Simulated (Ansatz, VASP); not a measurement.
**Two plane-wave programs on AlCo**

Contents of INCAR:

```
PREC = Accurate
ENCUT = 520
EDIFF = 1E-6
ISMEAR = 0
SIGMA = 0.15
LREAL = F
LASPH = T
NELM = 60
ALGO = Normal
ISIF = 2
LWAVE = F
LCHARG = F
GGA = PS
NBANDS = 13
```

File KPOINTS:

```
Automatic mesh
0
Gamma
  16 16 16
```

File POSCAR:

```
AlCo
1.0
    2.8194032100      0.0000000000      0.0000000000
    0.0000000000      2.8194032100      0.0000000000
    0.0000000000      0.0000000000      2.8194032100
Al Co
1 1
Direct
    0.0000000000      0.0000000000      0.0000000000
    0.5000000000      0.5000000000      0.5000000000
```

Input for Ansatz:

```yaml
crystal:
  lattice:
    - [2.81940321, 0.0, 0.0]
    - [0.0, 2.81940321, 0.0]
    - [0.0, 0.0, 2.81940321]
  atoms:
    - { symbol: Al, position: [0.0, 0.0, 0.0] }
    - { symbol: Co, position: [0.5, 0.5, 0.5] }
basis:
  ecutwfc: 420
kpoints:
  mp_grid: { grid: [16, 16, 16] }
hamiltonian:
  xc: pbesol
scf:
  occupations: { method: gaussian, width: 0.15 }
output:
  forces: true
  stress: true
  eigenvalues: true
```

Alike in both runs: task single point; functional PBEsol; k mesh 16 × 16 × 16; occupations gaussian, width 0.15 eV; no spin polarisation.

|  | VASP | Ansatz |
| --- | --- | --- |
| version | VASP 6.6.1 | Ansatz 0.2.0 |
| potentials or method | VASP PAW PBE potentials, release 64 (Al, Co), cutoff 520 eV | scalar-relativistic, plane waves, PAW |
| valence electrons in the cell | 12 | 20 |

```tsv
	VASP	Ansatz	Ansatz less VASP
gap on the k mesh at the Fermi level (eV)	none	none	-
pressure (GPa)	0.8	0.7	-0.11
```

VASP's potentials were made for PBE, not for PBEsol. A gap of «none» marks a metal or a gap that the smearing closes. VASP's potentials hold 12 valence electrons a cell and Ansatz's 20, so a difference there can come from the potentials and not from the codes.
